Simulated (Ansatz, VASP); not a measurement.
NaMg3O4: VASP beside Ansatz

Contents of INCAR:

```
PREC     = Accurate       # precision mode
ENCUT    = 500            # plane-wave cutoff, eV
EDIFF    = 1E-6           # SCF threshold, eV
ISMEAR   = 0              # smearing method
SIGMA    = 0.01           # smearing width, eV
LREAL    = F              # projectors in reciprocal space
LASPH    = T              # aspherical terms in the spheres
NELM     = 100            # most SCF steps
ALGO     = Normal         # electronic algorithm
ISIF     = 2              # what is computed and relaxed
LWAVE    = F              # write WAVECAR
LCHARG   = F              # write CHGCAR
GGA      = CA             # functional
NBANDS   = 26             # bands
```

The input KPOINTS:

```
regular mesh
0
Gamma
  6 6 6
```

POSCAR

```
NaMg3O4
4.3538
    0.999989354127      0.000000000000      0.000000000000
    0.000000000000      0.999989354127      0.000000000000
    0.000000000000      0.000000000000      0.999989354127
Mg Na O
3 1 4
Direct
    0.5000000000      0.5000000000      0.0000000000
    0.5000000000      0.0000000000      0.5000000000
    0.0000000000      0.5000000000      0.5000000000
    0.0000000000      0.0000000000      0.0000000000
    0.0000000000      0.5000000000      0.0000000000
    0.0000000000      0.0000000000      0.5000000000
    0.5000000000      0.5000000000      0.5000000000
    0.5000000000      0.0000000000      0.0000000000
```

Contents of input.yaml:

```yaml
crystal:
  lattice:
    - [4.35375365, 0.0, 0.0]
    - [0.0, 4.35375365, 0.0]
    - [0.0, 0.0, 4.35375365]
  atoms:
    - { symbol: Mg, position: [0.5, 0.5, 0.0] }
    - { symbol: Mg, position: [0.5, 0.0, 0.5] }
    - { symbol: Mg, position: [0.0, 0.5, 0.5] }
    - { symbol: Na, position: [0.0, 0.0, 0.0] }
    - { symbol: O, position: [0.0, 0.5, 0.0] }
    - { symbol: O, position: [0.0, 0.0, 0.5] }
    - { symbol: O, position: [0.5, 0.5, 0.5] }
    - { symbol: O, position: [0.5, 0.0, 0.0] }
hamiltonian:
  xc: lda
  pseudopotentials: { kind: paw }
kpoints:
  mp_grid: { grid: [6, 6, 6] }
scf:
  occupations: { method: gaussian, width: 0.01 }
output:
  forces: true
  stress: true
  eigenvalues: true
  write_density: true
  write_potential: true
  elf: true
  volumetric_format: npy
```

Alike in both runs: task single point; functional LDA; k mesh 6 × 6 × 6; occupations gaussian, width 0.01 eV; no spin polarisation.

|  | VASP | Ansatz |
| --- | --- | --- |
| version | VASP 6.6.1 | Ansatz 0.2.0 |
| potentials or method | VASP PAW LDA potentials, release 64 (Mg, Na, O) | Ansatz PAW |
| plane-wave cutoff (eV) | 500 | 420 |
| valence electrons in the cell | 31 | 63 |

Ansatz gave:

* gap on the k mesh at the Fermi level (eV): none
* pressure (GPa): -10.1

**Question.** Which values does VASP return?

**Answer.** gap on the k mesh at the Fermi level (eV): none; pressure (GPa): -12.0.

LDA's correlation is that of Perdew and Zunger in VASP and of Perdew and Wang (1992) in Ansatz. A gap of «none» marks a metal or a gap that the smearing closes. VASP's potentials hold 31 valence electrons a cell and Ansatz's 63, so a difference there can come from the potentials and not from the codes.
